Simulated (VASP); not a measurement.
# Al3GaN4 (Cmm2) in VASP: notebook

Al3GaN4 is run at these levels: PBEsol; tasks: single point.

Everything below comes from runs of VASP 6.6.1. Logs are shortened: lines on timing, memory, paths and dates and some standing lists are left out, and cuts for length are marked.

### 1 The cell of the first run

It takes space group Cmm2 (No. 35, orthorhombic). Conventional cell: a = 6.077 Å, b = 6.388 Å, c = 4.407 Å, α = 90.00°, β = 90.00°, γ = 90.00°. Within 2.5 Å of Al (site symmetry 2) lie 4 N at 1.86 to 1.93 Å. Al (site symmetry mm2) has 4 N at 1.86 to 1.93 Å within 2.5 Å. Ga (site symmetry mm2) has 4 N at 1.92 to 1.98 Å within 2.5 Å. N (site symmetry m) has 3 Al at 1.86 to 1.93 Å and 1 Ga at 1.98 Å within 2.5 Å. N (site symmetry m) has 3 Al at 1.86 to 1.93 Å and 1 Ga at 1.92 Å within 2.5 Å.

### 2 Single point, PBEsol (strain -0.0500 x Voigt [0, 0, 0, 0, 1, 0])

INCAR

```
ALGO = Normal ; EDIFF = 1E-6
ENCUT = 520 ; GGA = PS
ISIF = 2 ; ISMEAR = 0
LASPH = T ; LCHARG = F
LREAL = F ; LWAVE = F
NBANDS = 31 ; NELM = 80
PREC = Accurate ; SIGMA = 0.05
```

KPOINTS

```
k-points
0
Gamma
  6 6 6
```

POSCAR

```
Al3GaN4
1.0
    4.4069948390      0.0000000000     -0.1101748710
    0.0000000000      4.4069948390      0.0000000000
   -0.1101748710      0.0000000000      4.4069948390
Al Ga N
3 1 4
Direct
    0.5000000000      0.5000000000      0.0000000000
    0.5000000000      0.0000000000      0.5000000000
    0.0000000000      0.5000000000      0.5000000000
    0.0000000000      0.0000000000      0.0000000000
    0.7447077168      0.7447077168      0.2552922832
    0.7447077168      0.2552922832      0.7447077168
    0.2552922832      0.7447077168      0.7447077168
    0.2552922832      0.2552922832      0.2552922832
```

Potentials or basis: VASP PAW PBE potentials, release 64 (Al, Ga_d, N).

Launch:

```console
$ cat potpaw_PBE.64/Al/POTCAR potpaw_PBE.64/Ga_d/POTCAR potpaw_PBE.64/N/POTCAR > POTCAR
$ mpirun -np 1 vasp_std > vasp.out
```

OUTCAR:

```text
EDIFF = 1E-6
   ENCUT = 520
   GGA = PS
   ISIF = 2
   ISMEAR = 0
   LASPH = T
   LREAL = F
   NELM = 80
   PREC = Accurate

 ion  position               nearest neighbor table
   1  0.500  0.500  0.000-   5 1.86   7 1.86   6 1.93   8 1.93   3 3.04   3 3.04   4 3.12   2 3.12
                             2 3.12   4 3.12   2 3.12   4 3.12   2 3.12   4 3.12   3 3.19   3 3.19
   2  0.500  0.000  0.500-   6 1.86   8 1.86   7 1.93   5 1.93   4 3.04   4 3.04   1 3.12   1 3.12
                             1 3.12   3 3.12   1 3.12   3 3.12   3 3.12   3 3.12
   3  0.000  0.500  0.500-   5 1.86   7 1.86   6 1.93   8 1.93   1 3.04   1 3.04   4 3.12   4 3.12
                             2 3.12   4 3.12   4 3.12   2 3.12   2 3.12   2 3.12   1 3.19   1 3.19
   4  0.000  0.000  0.000-   6 1.92   8 1.92   7 1.98   5 1.98   2 3.04   2 3.04   3 3.12   3 3.12
                             1 3.12   3 3.12   3 3.12   1 3.12   1 3.12   1 3.12
   5  0.745  0.745  0.255-   1 1.86   3 1.86   2 1.93   4 1.98
   6  0.745  0.255  0.745-   2 1.86   4 1.92   3 1.93   1 1.93
   7  0.255  0.745  0.745-   1 1.86   3 1.86   2 1.93   4 1.98
   8  0.255  0.255  0.255-   2 1.86   4 1.92   3 1.93   1 1.93

  LATTYP: Found a base centered orthorhombic cell.
 ALAT       =     6.0766210738
 B/A-ratio  =     1.0512820513
 C/A-ratio  =     0.7252377243

  Lattice vectors:

 A1 = (  -0.1101748710,   0.0000000000,   4.4069948390)
 A2 = (   4.4069948390,   0.0000000000,  -0.1101748710)
 A3 = (   0.0000000000,   4.4069948390,   0.0000000000)

Analysis of symmetry for initial positions (statically):
=====================================================================
 Subroutine PRICEL returns:
 Original cell was already a primitive cell.

 Routine SETGRP: Setting up the symmetry group for a
 base centered orthorhombic supercell.

 Subroutine GETGRP returns: Found  4 space group operations
 (whereof  4 operations were pure point group operations)
 out of a pool of  8 trial point group operations.

The static configuration has the point symmetry C_2v.

Analysis of symmetry for dynamics (positions and initial velocities):
=====================================================================
 Subroutine PRICEL returns:
 Original cell was already a primitive cell.

 Routine SETGRP: Setting up the symmetry group for a
 base centered orthorhombic supercell.

 Subroutine GETGRP returns: Found  4 space group operations
 (whereof  4 operations were pure point group operations)
 out of a pool of  8 trial point group operations.

The dynamic configuration has the point symmetry C_2v.

 Subroutine INISYM returns: Found  4 space group operations
 (whereof  4 operations are pure point group operations),
 and found     1 'primitive' translations

----------------------------------------------------------------------------------------

                                     Primitive cell

  volume of cell :      85.5374

  direct lattice vectors                    reciprocal lattice vectors
     4.406994839  0.000000000 -0.110174871     0.227053906  0.000000000  0.005676348
     0.000000000  4.406994839  0.000000000     0.000000000  0.226911997  0.000000000
    -0.110174871  0.000000000  4.406994839     0.005676348  0.000000000  0.227053906

  length of vectors
     4.408371810  4.406994839  4.408371810     0.227124849  0.226911997  0.227124849

  position of ions in fractional coordinates (direct lattice)
     0.500000000  0.500000000  0.000000000
     0.500000000  0.000000000  0.500000000
     0.000000000  0.500000000  0.500000000
     0.000000000  0.000000000  0.000000000
     0.744707717  0.744707717  0.255292283
     0.744707717  0.255292283  0.744707717
     0.255292283  0.744707717  0.744707717
     0.255292283  0.255292283  0.255292283

  ion indices of the primitive-cell ions
   primitive index   ion index
                 1           1
                 2           2
                 3           3
                 4           4
                 5           5
                 6           6
                 7           7
                 8           8

----------------------------------------------------------------------------------------

 KPOINTS: k-points

Automatic generation of k-mesh.
 Grid dimensions read from file:
 generate k-points for:    6    6    6

 Generating k-lattice:

  Cartesian coordinates                     Fractional coordinates (reciprocal lattice)
     0.037842318  0.000000000  0.000946058     0.166666667  0.000000000  0.000000000
     0.000000000  0.037818666  0.000000000     0.000000000  0.166666667  0.000000000
     0.000946058  0.000000000  0.037842318     0.000000000  0.000000000  0.166666667

  Length of vectors
     0.037854142  0.037818666  0.037854142

  Shift w.r.t. Gamma in fractional coordinates (k-lattice)
     0.000000000  0.000000000  0.000000000

 Subroutine IBZKPT returns following result:
 ===========================================

 Found     52 irreducible k-points:

 Following reciprocal coordinates:
            Coordinates               Weight
  0.000000  0.000000  0.000000      1.000000
  0.166667  0.000000  0.000000      4.000000
  0.333333  0.000000 -0.000000      4.000000
  0.500000  0.000000 -0.000000      2.000000
  0.000000  0.166667  0.000000      2.000000
  0.166667  0.166667  0.000000      8.000000
[... 16 lines left out ...]
  0.333333  0.166667  0.166667      8.000000
  0.500000  0.166667  0.166667      8.000000
 [... further k-points ...]
   k-points           NKPTS =     52   k-points in BZ     NKDIM =     52   number of bands    NBANDS=     31
   number of dos      NEDOS =    301   number of ions     NIONS =      8
   total plane-waves  NPLWV =  46656
   dimension x,y,z NGX =    36 NGY =   36 NGZ =   36
   dimension x,y,z NGXF=    72 NGYF=   72 NGZF=   72
   ions per type =               3   1   4
   NGX,Y,Z   is equivalent  to a cutoff of  13.58, 13.58, 13.58 a.u.
   NGXF,Y,Z  is equivalent  to a cutoff of  27.15, 27.16, 27.15 a.u.
 SYSTEM =  unknown system
   PREC   = accura    normal or accurate (medium, high low for compatibility)
   ISTART =      0    job   : 0-new  1-cont  2-samecut
   ICHARG =      2    charge: 1-file 2-atom 10-const
   ISPIN  =      1    spin polarized calculation?
   LNONCOLLINEAR =      F non collinear calculations
   LSORBIT =      F    spin-orbit coupling
   LASPH  =      T    aspherical Exc in radial PAW
   ENCUT  =  520.0 eV  38.22 Ry    6.18 a.u.   8.20  8.19  8.20*2*pi/ulx,y,z
   NELM   =     80;   NELMIN=  2; NELMDL= -5     # of ELM steps
   EDIFF  = 0.1E-05   stopping-criterion for ELM
   LREAL  =      F    real-space projection
[... 7 lines left out ...]
   TEBEG  =    0.0;   TEEND  =   0.0 temperature during run
   PSTRESS=    0.0 pullay stress
   NELECT =      42.0000    total number of electrons
   NUPDOWN=      -1.0000    fix difference up-down
   EMIN   =  10.00;   EMAX   =-10.00  energy-range for DOS
   EFERMI =   0.00;   METHOD = LEGACY
   ISMEAR =     0;   SIGMA  =   0.05  broadening in eV -4-tet -1-fermi 0-gaus
   EFERMI_NEDOS =   21; number of points for ismear=-14 and -15
   IALGO  =     38    algorithm
   IMIX   =      4    mixing-type and parameters
     AMIX     =   0.40;   BMIX     =  1.00
     AMIX_MAG =   1.60;   BMIX_MAG =  1.00
  volume/ion in A,a.u.               =      10.69        72.15
  Fermi-wavevector in a.u.,A,eV,Ry     =   1.291534  2.440646 22.695340  1.668060
  Thomas-Fermi vector in A             =   2.423298
   LORBIT       =      0    0 simple, 1 ext, 2 COOP (PROOUT), +10 PAW based schemes
   GGA     = PS    functional components
   LHFCALC =     F    Hartree Fock is set to
   AEXX    =    0.0000 exact exchange contribution
   IVDW    =     0    specifies the selected vdW correction
   LEPSILON=     F    determine dielectric tensor
   LRPA    =     F    only Hartree local field effects (RPA)
 non-spin polarized calculation
 Gauss-broadening in eV      SIGMA  =   0.05
  energy-cutoff  :      520.00
  volume of cell :       85.54
 maximum number of plane-waves:      2319
 NGX is ok and might be reduce to    36
   NGX = 17   NGY = 17   NGZ = 17

 number of electron      41.9999989 magnetization

 Free energy of the ion-electron system (eV)
  ---------------------------------------------------
  ext. energy  EPLUGINS =         0.00000000
  ---------------------------------------------------
  free energy    TOTEN  =       -59.80727491 eV

  energy without entropy =      -59.80727491  energy(sigma->0) =      -59.80727491

 E-fermi :   5.9533     XC(G=0): -11.3303

 val. band max:        5.7489637782   @ k =   0.0000   0.0000   0.0000
 cond. band min:       8.8633937206   @ k =   0.0000   0.0000   0.0000
 fundamental gap:      3.1144299424
 Fermi energy:         5.9532621396

 k-point     1 :       0.0000    0.0000    0.0000
  band No.  band energies     occupation
      1      -9.5418      2.00000
      2      -7.8660      2.00000
      3      -7.7824      2.00000
      4      -7.6907      2.00000
      5      -6.9905      2.00000
      6      -6.9902      2.00000
[... 23 lines left out ...]
     30      17.5335      0.00000
     31      18.2765      0.00000

 k-point     2 :       0.1667    0.0000    0.0000
  band No.  band energies     occupation
      1      -9.4137      2.00000
      2      -7.9005      2.00000
      3      -7.7890      2.00000
      4      -7.7218      2.00000
      5      -6.9890      2.00000
      6      -6.9855      2.00000
[... 23 lines left out ...]
     30      17.7261      0.00000
     31      17.9923      0.00000

 k-point     3 :       0.3333    0.0000   -0.0000
  band No.  band energies     occupation
      1      -9.0549      2.00000
      2      -8.0872      2.00000
      3      -7.8015      2.00000
      4      -7.7802      2.00000
      5      -6.9861      2.00000
      6      -6.9719      2.00000
[... 703 lines left out ...]
     30      16.7811      0.00000
     31      17.1802      0.00000

 k-point    24 :       0.5000    0.1667    0.1667
  band No.  band energies     occupation
      1      -8.5173      2.00000
      2      -8.3098      2.00000
      3      -7.8850      2.00000
      4      -7.7698      2.00000
      5      -6.9773      2.00000
      6      -6.9547      2.00000
[... 23 lines left out ...]
     30      16.1391      0.00000
     31      16.7679      0.00000

 [... further k-points ...]

------------------------ aborting loop because EDIFF is reached ----------------------------------------

  FORCE on cell =-STRESS in cart. coord.  units (eV):
  Direction    XX          YY          ZZ          XY          YZ          ZX
  --------------------------------------------------------------------------------------
  -------------------------------------------------------------------------------------
  Total        0.3684320      0.1964556      0.3684320      0.0000000      0.0000000      5.7519041
  in kB        6.9009966      3.6797552      6.9009966      0.0000000      0.0000000    107.7373064
  external PRESSURE =       5.8272494 kB  Pullay stress =       0.0000000 kB

 VOLUME and BASIS-vectors are now :
 -----------------------------------------------------------------------------
  energy-cutoff  :      520.00
  volume of cell :       85.54
      direct lattice vectors                 reciprocal lattice vectors
     4.406994839  0.000000000 -0.110174871     0.227053906  0.000000000  0.005676348
     0.000000000  4.406994839  0.000000000     0.000000000  0.226911997  0.000000000
    -0.110174871  0.000000000  4.406994839     0.005676348  0.000000000  0.227053906

 POSITION                                       TOTAL-FORCE (eV/Angst)
 -----------------------------------------------------------------------------------
      2.20350      2.20350     -0.05509         0.000000     -0.430214      0.000000
      2.14841      0.00000      2.14841         0.000000     -0.486158      0.000000
     -0.05509      2.20350      2.20350         0.000000     -0.430214      0.000000
      0.00000      0.00000      0.00000         0.000000     -0.451013      0.000000
      3.25380      3.28192      1.04302        -0.028887      0.455024      0.028887
      3.19987      1.12507      3.19987         0.032390      0.443776      0.032390
      1.04302      3.28192      3.25380         0.028887      0.455024     -0.028887
      1.09694      1.12507      1.09694        -0.032390      0.443776     -0.032390
 -----------------------------------------------------------------------------------
    total drift:                                0.000000      0.000271      0.000000

  FREE ENERGIE OF THE ION-ELECTRON SYSTEM (eV)
  ---------------------------------------------------
  free  energy   TOTEN  =       -59.8072749130 eV

  energy  without entropy=      -59.8072749130  energy(sigma->0) =      -59.80727491
```

Wall time 2.3 min (1 thread of Intel Xeon Platinum 8259CL at 2.50GHz (Skylake/Cascade Lake), shared host); peak memory 0.27 GiB.

What came out:

* Free energy: -59.8073 eV
* Pressure: 0.6 GPa
* Largest force: 0.486 eV/Å
* Band gap on the k mesh: 3.11 eV, direct

Forces in eV/Å, atoms in the order of the input:
```
Al   0.000 -0.430  0.000
Al   0.000 -0.486  0.000
Al   0.000 -0.430  0.000
Ga   0.000 -0.451  0.000
N   -0.029  0.455  0.029
N    0.032  0.444  0.032
N    0.029  0.455 -0.029
N   -0.032  0.444 -0.032
```

Stress tensor (GPa, compression positive):
```
 0.69  0.00 10.77
 0.00  0.37  0.00
10.77  0.00  0.69
```

Caveat: the cell differs from its parent crystal (strain -0.0500 x Voigt [0, 0, 0, 0, 1, 0]); the PAW data sets were made with another functional, which shifts forces and pressure a little.

### 3 Single point, PBEsol (strain +0.0625 x Voigt [0, 0, 0, 0, 1, 0])

INCAR

```
SYSTEM = Al3GaN4
PREC = Accurate ; ENCUT = 520
EDIFF = 1E-6 ; ISMEAR = 0
SIGMA = 0.05 ; LREAL = .False.
LASPH = .True. ; NELM = 80
ALGO = Normal ; ISIF = 2
LWAVE = .False. ; LCHARG = .False.
GGA = PS ; NBANDS = 31
```

KPOINTS

```
Automatic mesh
0
Gamma
  6 6 6
  0 0 0
```

Changes to POSCAR since step 2:

```diff
@@ -2,5 +2,5 @@
 1.0
-    4.4069948390      0.0000000000     -0.1101748710
+    4.4069948390      0.0000000000      0.1377185887
     0.0000000000      4.4069948390      0.0000000000
-   -0.1101748710      0.0000000000      4.4069948390
+    0.1377185887      0.0000000000      4.4069948390
 Al Ga N
```

Potentials or basis: VASP PAW PBE potentials, release 64 (Al, Ga_d, N).

Launch:

```console
$ cat potpaw_PBE.64/Al/POTCAR potpaw_PBE.64/Ga_d/POTCAR potpaw_PBE.64/N/POTCAR > POTCAR
$ mpirun -np 1 vasp_std > vasp.out
```

It took 2.4 min on 1 thread of Intel Xeon Platinum 8259CL at 2.50GHz (Skylake/Cascade Lake), shared host; peak memory 0.27 GiB.

Results (log left out):

```
Free energy            : -59.7261 eV
Pressure               : 0.9 GPa
Largest force          : 0.610 eV/Å
Band gap on the k mesh : 3.04 eV, direct
```

Forces on the atoms (eV/Å):
```
Al   0.000  0.541  0.000
Al   0.000  0.610  0.000
Al   0.000  0.541  0.000
Ga   0.000  0.566  0.000
N    0.038 -0.558 -0.038
N   -0.038 -0.570 -0.038
N   -0.038 -0.558  0.038
N    0.038 -0.570  0.038
```

Stress tensor (GPa, compression positive):
```
  1.12   0.00 -13.49
  0.00   0.61   0.00
-13.49   0.00   1.12
```

Levels at points of the mesh, in eV from the valence-band top:
```
           k point  band 17  band 18  band 19  band 20  band 21  band 22  band 23  band 24  band 25  band 26
(0.00, 0.00, 0.00)    -2.13    -1.76    -0.30    -0.18     0.00     3.04     3.11     3.21     3.23     6.83
(0.50, 0.00, 0.00)    -2.79    -1.37    -1.37    -1.10    -1.10     5.33     5.38     5.84     5.87     8.31
(0.00, 0.50, 0.00)    -2.82    -1.66    -1.39    -1.07    -0.79     5.26     5.37     5.84     5.93     8.40
(0.50, 0.50, 0.00)    -2.70    -0.99    -0.71    -0.69    -0.69     6.93     7.26     7.37     7.57     7.82
(0.50, 0.00, 0.50)    -2.68    -1.04    -0.86    -0.61    -0.49     7.02     7.20     7.37     7.41     7.92
(0.50, 0.50, 0.50)    -0.79    -0.63    -0.59    -0.51    -0.39     5.24     6.50     6.80     6.98     9.15
```

Caveat: the cell differs from its parent crystal (strain +0.0625 x Voigt [0, 0, 0, 0, 1, 0]); the PAW data sets were made with another functional, which shifts forces and pressure a little.

### 4 Single point, PBEsol (strain +0.0375 x Voigt [0, 0, 0, 0, 1, 0])

INCAR

```
PREC = Accurate
ENCUT = 520
EDIFF = 1E-7
ISMEAR = 0
SIGMA = 0.05
LREAL = F
LASPH = T
NELM = 100
ALGO = Normal
ISIF = 2
LWAVE = F
LCHARG = T
GGA = PS
LELF = T
LVHAR = T
NBANDS = 31
```

KPOINTS

```
Automatic mesh
0
Gamma
  6 6 6
```

Changes to POSCAR since step 3:

```diff
@@ -2,5 +2,5 @@
 1.0
-    4.4069948390      0.0000000000      0.1377185887
+    4.4069948390      0.0000000000      0.0826311532
     0.0000000000      4.4069948390      0.0000000000
-    0.1377185887      0.0000000000      4.4069948390
+    0.0826311532      0.0000000000      4.4069948390
 Al Ga N
```

Launch:

```console
$ cat potpaw_PBE.64/Al/POTCAR potpaw_PBE.64/Ga_d/POTCAR potpaw_PBE.64/N/POTCAR > POTCAR
$ mpirun -np 1 vasp_std > vasp.out
```

It took 3.1 min on 1 thread of Intel Xeon Platinum 8259CL at 2.50GHz (Skylake/Cascade Lake), shared host; peak memory 0.28 GiB.

Results (log left out):

```yaml
Free_energy: -59.8703 eV
Pressure: 0.3 GPa
Largest_force: 0.363 eV/Å
Band_gap_on_the_k_mesh: 3.18 eV, direct
```

Forces on the atoms (eV/Å):
```
Al   0.000  0.321  0.000
Al   0.000  0.363  0.000
Al   0.000  0.321  0.000
Ga   0.000  0.337  0.000
N    0.026 -0.331 -0.026
N   -0.020 -0.341 -0.020
N   -0.026 -0.331  0.026
N    0.020 -0.341  0.020
```

Stress tensor (GPa, compression positive):
```
 0.38  0.00 -8.07
 0.00  0.20  0.00
-8.07  0.00  0.38
```

Levels at points of the mesh, in eV from the valence-band top:
| k point | band 17 | band 18 | band 19 | band 20 | band 21 | band 22 | band 23 | band 24 | band 25 | band 26 |
| --- | --- | --- | --- | --- | --- | --- | --- | --- | --- | --- |
| (0.00, 0.00, 0.00) | -2.07 | -1.85 | -0.18 | -0.10 | 0.00 | 3.18 | 3.20 | 3.26 | 3.33 | 6.85 |
| (0.50, 0.00, 0.00) | -2.73 | -1.31 | -1.31 | -1.03 | -1.03 | 5.42 | 5.47 | 5.94 | 5.95 | 8.37 |
| (0.00, 0.50, 0.00) | -2.74 | -1.48 | -1.21 | -1.13 | -0.85 | 5.39 | 5.47 | 5.93 | 5.98 | 8.40 |
| (0.50, 0.50, 0.00) | -2.65 | -0.92 | -0.64 | -0.63 | -0.63 | 7.10 | 7.36 | 7.42 | 7.64 | 7.85 |
| (0.50, 0.00, 0.50) | -2.64 | -0.95 | -0.73 | -0.60 | -0.51 | 7.15 | 7.32 | 7.42 | 7.56 | 7.92 |
| (0.50, 0.50, 0.50) | -0.70 | -0.63 | -0.52 | -0.46 | -0.39 | 5.34 | 6.67 | 6.84 | 6.97 | 9.25 |

Caveat: the cell differs from its parent crystal (strain +0.0375 x Voigt [0, 0, 0, 0, 1, 0]); the PAW data sets were made with another functional, which shifts forces and pressure a little. A k mesh can miss the band edges.

### 5 The runs side by side

```tsv
cell	gap on the mesh (eV)	pressure (GPa)	largest force (eV/Å)
a = 4.408, b = 4.407 Å, angles 90.0, 92.9, 90.0°, 8 atoms	3.11	0.6	0.49
a = 4.409, b = 4.407 Å, angles 90.0, 86.4, 90.0°, 8 atoms	3.04	0.9	0.61
a = 4.408, b = 4.407 Å, angles 90.0, 87.9, 90.0°, 8 atoms	3.18	0.3	0.36
```

Alike in all rows: task single point; level PBEsol; potentials or basis VASP PAW PBE potentials, release 64 (Al, Ga_d, N); no spin polarisation; k mesh 6 × 6 × 6; cutoff (eV) 520; smearing gaussian 0.05 eV.

Caveats: the PAW data sets were made with another functional, which shifts forces and pressure a little.

Absolute energies hang on the potentials; compare differences alone.
